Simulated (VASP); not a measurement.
# Ru (P6_3/mmc) in VASP: a series of runs

Runs on Ru. Level: PBEsol. Tasks: single point.

Program: VASP 6.6.1. These are calculated values, not measurements. Logs are shortened: lines on timing, memory, paths and dates and some standing lists are left out, and cuts for length are marked.

**1. The cell of the first run**

The structure is hexagonal, space group P6_3/mmc (No. 194). Conventional cell: a = 2.598 Å, b = 2.598 Å, c = 4.624 Å, α = 90.00°, β = 90.00°, γ = 120.00°. Within 3.4 Å of Ru (site symmetry -6m2) lie 12 Ru at 2.60 to 2.76 Å.

**2. Single point, PBEsol (strain -0.040 along x and y, +0.080 along z)**

INCAR reads:

```
  PREC = Accurate
  ENCUT = 520
  EDIFF = 1E-7
  ISMEAR = 0
  SIGMA = 0.15
  LREAL = F
  LASPH = T
  NELM = 100
  ALGO = Fast
  ISIF = 2
  LWAVE = F
  LCHARG = F
  GGA = PS
  NBANDS = 21
```

KPOINTS reads:

```
regular mesh
0
Gamma
  24 24 12
```

POSCAR reads:

```
Ru
1.0
    2.5975673609      0.0000000000      0.0000000000
   -1.2987836804      2.2495593225      0.0000000000
    0.0000000000      0.0000000000      4.6244520000
Ru
2
Direct
    0.3333333333      0.6666666667      0.2500000000
    0.6666666667      0.3333333333      0.7500000000
```

Potentials or basis: VASP PAW PBE potentials, release 64 (Ru_pv).

On the command line:

```
cat potpaw_PBE.64/Ru_pv/POTCAR > POTCAR
mpirun -np 1 vasp_std > vasp.out
```

OUTCAR:

```text
PREC = Accurate
   ENCUT = 520
   EDIFF = 1E-7
   ISMEAR = 0
   LREAL = F
   LASPH = T
   NELM = 100
   ISIF = 2
   GGA = PS

 ion  position               nearest neighbor table
   1  0.333  0.667  0.250-   2 2.76   2 2.76   2 2.76   2 2.76   2 2.76   2 2.76
   2  0.667  0.333  0.750-   1 2.76   1 2.76   1 2.76   1 2.76   1 2.76   1 2.76

  LATTYP: Found a hexagonal cell.
 ALAT       =     2.5975673609
 C/A-ratio  =     1.7803010885

  Lattice vectors:

 A1 = (   2.5975673609,   0.0000000000,   0.0000000000)
 A2 = (  -1.2987836804,   2.2495593225,   0.0000000000)
 A3 = (   0.0000000000,   0.0000000000,   4.6244520000)

Analysis of symmetry for initial positions (statically):
=====================================================================
 Subroutine PRICEL returns:
 Original cell was already a primitive cell.

 Routine SETGRP: Setting up the symmetry group for a
 hexagonal supercell.

 Subroutine GETGRP returns: Found 24 space group operations
 (whereof 12 operations were pure point group operations)
 out of a pool of 24 trial point group operations.

The static configuration has the point symmetry D_3d.
 The point group associated with its full space group is D_6h.

Analysis of symmetry for dynamics (positions and initial velocities):
=====================================================================
 Subroutine PRICEL returns:
 Original cell was already a primitive cell.

 Routine SETGRP: Setting up the symmetry group for a
 hexagonal supercell.

 Subroutine GETGRP returns: Found 24 space group operations
 (whereof 12 operations were pure point group operations)
 out of a pool of 24 trial point group operations.

The dynamic configuration has the point symmetry D_3d.
 The point group associated with its full space group is D_6h.

 Subroutine INISYM returns: Found 24 space group operations
 (whereof 12 operations are pure point group operations),
 and found     1 'primitive' translations

----------------------------------------------------------------------------------------

                                     Primitive cell

  volume of cell :      27.0224

  direct lattice vectors                    reciprocal lattice vectors
     2.597567361  0.000000000  0.000000000     0.384975579  0.222265754  0.000000000
    -1.298783680  2.249559323  0.000000000     0.000000000  0.444531509  0.000000000
     0.000000000  0.000000000  4.624452000     0.000000000  0.000000000  0.216241838

  length of vectors
     2.597567361  2.597567361  4.624452000     0.444531509  0.444531509  0.216241838

  position of ions in fractional coordinates (direct lattice)
     0.333333333  0.666666667  0.250000000
     0.666666667  0.333333333  0.750000000

  ion indices of the primitive-cell ions
   primitive index   ion index
                 1           1
                 2           2

----------------------------------------------------------------------------------------

 KPOINTS: regular mesh

Automatic generation of k-mesh.
 Grid dimensions read from file:
 generate k-points for:   24   24   12

 Generating k-lattice:

  Cartesian coordinates                     Fractional coordinates (reciprocal lattice)
     0.016040649  0.009261073  0.000000000     0.041666667 -0.000000000  0.000000000
     0.000000000  0.018522146  0.000000000     0.000000000  0.041666667  0.000000000
     0.000000000  0.000000000  0.018020153     0.000000000  0.000000000  0.083333333

  Length of vectors
     0.018522146  0.018522146  0.018020153

  Shift w.r.t. Gamma in fractional coordinates (k-lattice)
     0.000000000  0.000000000  0.000000000

 Subroutine IBZKPT returns following result:
 ===========================================

 Found    427 irreducible k-points:

 Following reciprocal coordinates:
            Coordinates               Weight
  0.000000  0.000000  0.000000      1.000000
  0.041667 -0.000000  0.000000      6.000000
  0.083333  0.000000  0.000000      6.000000
  0.125000  0.000000  0.000000      6.000000
  0.166667  0.000000  0.000000      6.000000
  0.208333  0.000000  0.000000      6.000000
[... 16 lines left out ...]
  0.416667  0.041667  0.000000     12.000000
  0.458333  0.041667  0.000000     12.000000
 [... further k-points ...]
   k-points           NKPTS =    427   k-points in BZ     NKDIM =    427   number of bands    NBANDS=     21
   number of dos      NEDOS =    301   number of ions     NIONS =      2
   total plane-waves  NPLWV =  14400
   dimension x,y,z NGX =    20 NGY =   20 NGZ =   36
   dimension x,y,z NGXF=    40 NGYF=   40 NGZF=   72
   ions per type =               2
   NGX,Y,Z   is equivalent  to a cutoff of  12.80, 12.80, 12.94 a.u.
   NGXF,Y,Z  is equivalent  to a cutoff of  25.60, 25.60, 25.88 a.u.
 SYSTEM =  unknown system
   PREC   = accura    normal or accurate (medium, high low for compatibility)
   ISTART =      0    job   : 0-new  1-cont  2-samecut
   ICHARG =      2    charge: 1-file 2-atom 10-const
   ISPIN  =      1    spin polarized calculation?
   LNONCOLLINEAR =      F non collinear calculations
   LSORBIT =      F    spin-orbit coupling
   LASPH  =      T    aspherical Exc in radial PAW
   ENCUT  =  520.0 eV  38.22 Ry    6.18 a.u.   4.83  4.83  8.60*2*pi/ulx,y,z
   NELM   =    100;   NELMIN=  2; NELMDL= -5     # of ELM steps
   EDIFF  = 0.1E-06   stopping-criterion for ELM
   LREAL  =      F    real-space projection
   EDIFFG = 0.1E-05   stopping-criterion for IOM
   NSW    =      0    number of steps for IOM
   IBRION =     -1    ionic relax: 0-MD 1-quasi-New 2-CG
   NFREE  =      0    steps in history (QN), initial steepest desc. (CG)
   ISIF   =      2    stress and relaxation
   ISYM   =      2    0-nonsym 1-usesym 2-fastsym
   POTIM  = 0.5000    time-step for ionic-motion
   TEBEG  =    0.0;   TEEND  =   0.0 temperature during run
   PSTRESS=    0.0 pullay stress
   NELECT =      28.0000    total number of electrons
   NUPDOWN=      -1.0000    fix difference up-down
   EMIN   =  10.00;   EMAX   =-10.00  energy-range for DOS
   EFERMI =   0.00;   METHOD = LEGACY
   ISMEAR =     0;   SIGMA  =   0.15  broadening in eV -4-tet -1-fermi 0-gaus
   EFERMI_NEDOS =   21; number of points for ismear=-14 and -15
   IALGO  =     68    algorithm
   IMIX   =      4    mixing-type and parameters
     AMIX     =   0.40;   BMIX     =  1.00
     AMIX_MAG =   1.60;   BMIX_MAG =  1.00
  volume/ion in A,a.u.               =      13.51        91.18
  Fermi-wavevector in a.u.,A,eV,Ry     =   1.656606  3.130532 37.339076  2.744345
  Thomas-Fermi vector in A             =   2.744502
   LORBIT       =      0    0 simple, 1 ext, 2 COOP (PROOUT), +10 PAW based schemes
   GGA     = PS    functional components
   LHFCALC =     F    Hartree Fock is set to
   AEXX    =    0.0000 exact exchange contribution
   IVDW    =     0    specifies the selected vdW correction
   LEPSILON=     F    determine dielectric tensor
   LRPA    =     F    only Hartree local field effects (RPA)
 non-spin polarized calculation
 RMM-DIIS sequential band-by-band and
 Gauss-broadening in eV      SIGMA  =   0.15
  energy-cutoff  :      520.00
  volume of cell :       27.02
 maximum number of plane-waves:       748
 NGX is ok and might be reduce to    20
   NGX =  9   NGY =  9   NGZ = 17

 number of electron      28.0000006 magnetization

 Free energy of the ion-electron system (eV)
  ---------------------------------------------------
  ext. energy  EPLUGINS =         0.00000000
  ---------------------------------------------------
  free energy    TOTEN  =       -19.95843111 eV

  energy without entropy =      -19.94107629  energy(sigma->0) =      -19.94975370

 E-fermi :  12.8100     XC(G=0): -14.3017

 val. band max:       12.8014437044   @ k =   0.1667   0.0833   0.3333
 cond. band min:      12.8099869348   @ k =   0.2917   0.2917   0.0000
 fundamental gap:      0.0085432304
 Fermi energy:        12.8099512775

 k-point     1 :       0.0000    0.0000    0.0000
  band No.  band energies     occupation
      1     -30.6495      2.00000
      2     -29.7769      2.00000
      3     -29.6896      2.00000
      4     -29.6896      2.00000
      5     -29.6010      2.00000
      6     -29.6010      2.00000
[... 13 lines left out ...]
     20      23.1179      0.00000
     21      23.1231      0.00000

 k-point     2 :       0.0417   -0.0000    0.0000
  band No.  band energies     occupation
      1     -30.6435      2.00000
      2     -29.7775      2.00000
      3     -29.7089      2.00000
      4     -29.6949      2.00000
      5     -29.6206      2.00000
      6     -29.6046      2.00000
[... 13 lines left out ...]
     20      23.1178      0.00000
     21      23.1231      0.00000

 k-point     3 :       0.0833    0.0000    0.0000
  band No.  band energies     occupation
      1     -30.6258      2.00000
      2     -29.7796      2.00000
      3     -29.7653      2.00000
      4     -29.7103      2.00000
      5     -29.6778      2.00000
      6     -29.6152      2.00000
[... 13 lines left out ...]
     20      23.1178      0.00000
     21      23.1229      0.00000

 k-point     4 :       0.1250    0.0000    0.0000
  band No.  band energies     occupation
      1     -30.5970      2.00000
      2     -29.8549      2.00000
      3     -29.7834      2.00000
      4     -29.7679      2.00000
      5     -29.7346      2.00000
      6     -29.6322      2.00000
[... 13 lines left out ...]
     20      23.1177      0.00000
     21      23.1227      0.00000

 k-point     5 :       0.1667    0.0000    0.0000
  band No.  band energies     occupation
      1     -30.5584      2.00000
      2     -29.9711      2.00000
      3     -29.8835      2.00000
      4     -29.7894      2.00000
      5     -29.7658      2.00000
      6     -29.6548      2.00000
[... 13 lines left out ...]
     20      23.1177      0.00000
     21      23.1223      0.00000
[... 382 lines left out ...]
     20      23.1165      0.00000
     21      24.6756      0.00000

 k-point    22 :       0.3750    0.0417    0.0000
  band No.  band energies     occupation
      1     -30.6762      2.00000
      2     -30.5640      2.00000
      3     -30.2609      2.00000
      4     -29.9626      2.00000
      5     -29.8798      2.00000
      6     -29.8110      2.00000
[... 13 lines left out ...]
     20      23.1068      0.00000
     21      23.8536      0.00000

 k-point    23 :       0.4167    0.0417    0.0000
  band No.  band energies     occupation
      1     -30.7451      2.00000
      2     -30.6284      2.00000
      3     -30.2186      2.00000
      4     -29.9817      2.00000
      5     -29.9013      2.00000
      6     -29.8261      2.00000
[... 13 lines left out ...]
     20      23.1797      0.00000
     21      23.7683      0.00000

 k-point    24 :       0.4583    0.0417    0.0000
  band No.  band energies     occupation
      1     -30.7805      2.00000
      2     -30.6616      2.00000
      3     -30.1939      2.00000
      4     -29.9915      2.00000
      5     -29.9152      2.00000
      6     -29.8340      2.00000
[... 13 lines left out ...]
     20      23.5345      0.00000
     21      24.0490      0.00000

 [... further k-points ...]
[... 5 lines left out ...]
  --------------------------------------------------------------------------------------
  -------------------------------------------------------------------------------------
  Total        3.0903175      3.0903175     -6.4351934      0.0000000      0.0000000      0.0000000
  in kB      183.2268611    183.2268611   -381.5466489      0.0000000      0.0000000      0.0000000
  external PRESSURE =      -5.0309755 kB  Pullay stress =       0.0000000 kB

 VOLUME and BASIS-vectors are now :
 -----------------------------------------------------------------------------
  energy-cutoff  :      520.00
  volume of cell :       27.02
      direct lattice vectors                 reciprocal lattice vectors
     2.597567361  0.000000000  0.000000000     0.384975579  0.222265754  0.000000000
    -1.298783680  2.249559323  0.000000000     0.000000000  0.444531509  0.000000000
     0.000000000  0.000000000  4.624452000     0.000000000  0.000000000  0.216241838

 POSITION                                       TOTAL-FORCE (eV/Angst)
 -----------------------------------------------------------------------------------
     -0.00000      1.49971      1.15611        -0.000000      0.000000      0.000000
      1.29878      0.74985      3.46834         0.000000      0.000000      0.000000
 -----------------------------------------------------------------------------------
    total drift:                                0.000000     -0.000000      0.000000

  FREE ENERGIE OF THE ION-ELECTRON SYSTEM (eV)
  ---------------------------------------------------
  free  energy   TOTEN  =       -19.9584311063 eV

  energy  without entropy=      -19.9410762933  energy(sigma->0) =      -19.94975370
```

Wall time 3.4 min (1 thread of AMD EPYC 7R13 (Zen 3), shared host); peak memory 0.26 GiB.

What came out:

* Free energy: -19.9584 eV
* Pressure: -0.5 GPa
* Band gap on the k mesh: zero (bands 14 and 15 overlap by 2.81 eV)

Stress tensor (GPa, compression positive):
```
 18.32   0.00   0.00
  0.00  18.32   0.00
  0.00   0.00 -38.15
```

Levels at points of the mesh, in eV from the Fermi level:
```csv
k point,band 11,band 12,band 13,band 14,band 15,band 16,band 17,band 18
"(0.00, 0.00, 0.00)",-2.56,-2.12,-2.12,-0.51,-0.51,-0.01,1.25,1.25
"(0.50, 0.00, 0.00)",-2.19,-2.04,-1.41,1.46,2.19,2.40,4.29,6.39
"(0.00, 0.00, 0.50)",-2.53,-2.53,-2.53,-2.53,0.62,0.62,0.62,0.62
"(0.50, 0.00, 0.50)",-0.65,-0.65,0.44,0.44,2.31,2.31,3.42,3.42
```

Caveat: the cell differs from its parent crystal (strain -0.040 along x and y, +0.080 along z); the stress differs along the axes, from -38 to 18 GPa; the PAW data sets were made with another functional, which shifts forces and pressure a little.

**3. Single point, PBEsol (strain +0.040 along x and y, -0.080 along z)**

INCAR reads:

```
PREC     = Accurate       # precision mode
ENCUT    = 520            # plane-wave cutoff, eV
EDIFF    = 1E-6           # SCF threshold, eV
ISMEAR   = 0              # smearing method
SIGMA    = 0.15           # smearing width, eV
LREAL    = False          # projectors in reciprocal space
LASPH    = True           # aspherical terms in the spheres
NELM     = 60             # most SCF steps
ALGO     = Fast           # electronic algorithm
ISIF     = 2              # what is computed and relaxed
LWAVE    = False          # write WAVECAR
LCHARG   = True           # write CHGCAR
GGA      = PS             # functional
LELF     = True           # ELF
LVHAR    = True         
NBANDS   = 21             # bands
```

KPOINTS reads:

```
Automatic mesh
0
Gamma
  24 24 12
```

POSCAR reads:

```
Ru
1.0
    2.8140313076      0.0000000000      0.0000000000
   -1.4070156538      2.4370225994      0.0000000000
    0.0000000000      0.0000000000      3.9393480000
Ru
2
Direct
    0.3333333333      0.6666666667      0.2500000000
    0.6666666667      0.3333333333      0.7500000000
```

Potentials or basis: VASP PAW PBE potentials, release 64 (Ru_pv).

On the command line:

```
cat potpaw_PBE.64/Ru_pv/POTCAR > POTCAR
mpirun -np 1 vasp_std > vasp.out
```

OUTCAR:

```text
PREC = Accurate
   ENCUT = 520
   EDIFF = 1E-6
   ISMEAR = 0
   LREAL = False
   LASPH = True
   NELM = 60
   ISIF = 2
   GGA = PS

 ion  position               nearest neighbor table
   1  0.333  0.667  0.250-   2 2.55   2 2.55   2 2.55   2 2.55   2 2.55   2 2.55
   2  0.667  0.333  0.750-   1 2.55   1 2.55   1 2.55   1 2.55   1 2.55   1 2.55

  LATTYP: Found a hexagonal cell.
 ALAT       =     2.8140313076
 C/A-ratio  =     1.3998948730

  Lattice vectors:

 A1 = (   2.8140313076,   0.0000000000,   0.0000000000)
[... 191 lines left out ...]
      2     -30.0188      2.00000
      3     -30.0188      2.00000
      4     -29.7056      2.00000
      5     -29.7056      2.00000
      6     -29.5475      2.00000
[... 565 lines left out ...]
     20      24.2974      0.00000
     21      26.1645      0.00000

 [... further k-points ...]
[... 5 lines left out ...]
  --------------------------------------------------------------------------------------
  -------------------------------------------------------------------------------------
  Total       -2.3948871     -2.3948871      5.8082706     -0.0000000     -0.0000000     -0.0000000
  in kB     -142.0308838   -142.0308838    344.4645996     -0.0000000     -0.0000000     -0.0000000
  external PRESSURE =      20.1342774 kB  Pullay stress =       0.0000000 kB

 VOLUME and BASIS-vectors are now :
 -----------------------------------------------------------------------------
  energy-cutoff  :      520.00
  volume of cell :       27.02
      direct lattice vectors                 reciprocal lattice vectors
     2.814031308  0.000000000  0.000000000     0.355362073  0.205168389  0.000000000
    -1.407015654  2.437022599  0.000000000     0.000000000  0.410336777  0.000000000
     0.000000000  0.000000000  3.939348000     0.000000000  0.000000000  0.253849114

 POSITION                                       TOTAL-FORCE (eV/Angst)
 -----------------------------------------------------------------------------------
     -0.00000      1.62468      0.98484        -0.000000      0.000000      0.000000
      1.40702      0.81234      2.95451         0.000000     -0.000000      0.000000
 -----------------------------------------------------------------------------------
    total drift:                               -0.000000      0.000000     -0.000000

  FREE ENERGIE OF THE ION-ELECTRON SYSTEM (eV)
  ---------------------------------------------------
  free  energy   TOTEN  =       -19.9982013475 eV

  energy  without entropy=      -19.9819840337  energy(sigma->0) =      -19.99009269
```

OSZICAR:

```text
N       E                     dE             d eps       ncg     rms          rms(c)
DAV:   1     0.287233184822E+03    0.28723E+03   -0.17545E+04 17950   0.148E+03
DAV:   2    -0.155562551364E+02   -0.30279E+03   -0.29345E+03 18409   0.446E+02
DAV:   3    -0.214645751948E+02   -0.59083E+01   -0.58763E+01 20909   0.697E+01
DAV:   4    -0.215091822515E+02   -0.44607E-01   -0.44552E-01 22692   0.576E+00
DAV:   5    -0.215097597372E+02   -0.57749E-03   -0.57388E-03 20294   0.577E-01    0.200E+01
RMM:   6    -0.201019651719E+02    0.14078E+01   -0.30146E+00 18429   0.144E+01    0.541E+00
RMM:   7    -0.200074406988E+02    0.94524E-01   -0.39540E-01 19877   0.464E+00    0.112E+00
RMM:   8    -0.199988682711E+02    0.85724E-02   -0.25507E-02 20354   0.153E+00    0.502E-01
RMM:   9    -0.199981560122E+02    0.71226E-03   -0.31542E-03 20653   0.491E-01    0.646E-02
RMM:  10    -0.199981959455E+02   -0.39933E-04   -0.53061E-04 21370   0.203E-01    0.257E-02
RMM:  11    -0.199982020953E+02   -0.61498E-05   -0.89782E-05 22651   0.549E-02    0.918E-03
RMM:  12    -0.199982008996E+02    0.11957E-05   -0.13388E-05 21539   0.244E-02    0.241E-03
RMM:  13    -0.199982013475E+02   -0.44790E-06   -0.18301E-06 14943   0.112E-02
   1 F= -.19998201E+02 E0= -.19990093E+02  d E =-.162173E-01
```

Run time: 3.6 min. Hardware: 1 thread of AMD EPYC 7R13 (Zen 3), shared host; peak memory 0.27 GiB.

What came out:

```
Free energy            : -19.9982 eV
Pressure               : 2.0 GPa
Band gap on the k mesh : zero (bands 14 and 15 overlap by 2.90 eV)
```

Stress tensor (GPa, compression positive):
```
-14.20   0.00   0.00
  0.00 -14.20   0.00
  0.00   0.00  34.45
```

Caveat: the cell differs from its parent crystal (strain +0.040 along x and y, -0.080 along z); the stress differs along the axes, from -14 to 34 GPa; the PAW data sets were made with another functional, which shifts forces and pressure a little.

(Part 1 of 2 ends here.)
